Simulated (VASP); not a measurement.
HoTeI:

```xyz
6
Lattice="5.6349 0.0000 0.0000 -2.8175 4.8800 0.0000 0.0000 0.0000 8.0086" Properties=species:S:1:pos:R:3 pbc="T T T"
Ho    0.0000    0.0000    4.0043
Ho    0.0000    0.0000    0.0000
Te    0.0000    3.2533    4.0043
Te    2.8175    1.6267    4.0043
I     0.0000    3.2533    0.0000
I     2.8175    1.6267    0.0000
```

The cell was built from a structure type or drawn by symmetry, and may not be a known phase.

- Program: VASP 6.6.1
- Task: relaxation of cell and atoms
- Functional: PBE
- Potentials or basis: VASP PAW PBE potentials, release 64 (Ho_3, Te, I), 4f in core
- Cutoff: 500 eV
- k mesh: 6 × 6 × 2
- Occupations: gaussian, width 0.1 eV
- Spin: no spin polarisation

At the start: pressure -0.1 GPa; volume 36.70 Å³/atom.

Task: How do energy, volume and symmetry change on relaxing?

Result: Over 5 steps the energy falls by 7.9 meV/atom and the volume is 38.02 Å³/atom (+3.6 %); space group P6/mmm (No. 191, to 0.1 Å) before and after.

The path:
```
step  energy change (eV)  largest force (eV/Å)  pressure (GPa)  volume (Å³)
   1              0.0000                0.0000           -0.08       220.22
   2             -0.0258                0.0000            0.63       219.60
   3             -0.0264                0.0000            0.78       219.47
   4             -0.0447                0.0000            0.30       224.71
   5             -0.0476                0.0000            0.02       228.12
```

Final structure:
```yaml
crystal:
  lattice:
    - [5.60213, 0.00000, 0.00000]
    - [-2.80106, 4.85158, 0.00000]
    - [0.00000, 0.00000, 8.39326]
  atoms:
    - { symbol: Ho, position: [0.00000, 0.00000, 0.50000] }
    - { symbol: Ho, position: [0.00000, 0.00000, 0.00000] }
    - { symbol: Te, position: [0.33333, 0.66667, 0.50000] }
    - { symbol: Te, position: [0.66667, 0.33333, 0.50000] }
    - { symbol: I, position: [0.33333, 0.66667, 0.00000] }
    - { symbol: I, position: [0.66667, 0.33333, 0.00000] }
```

Caveat: the k points lie up to 0.37 Å⁻¹ apart in the final cell; the run has no spin polarisation, though such a crystal can be magnetic.
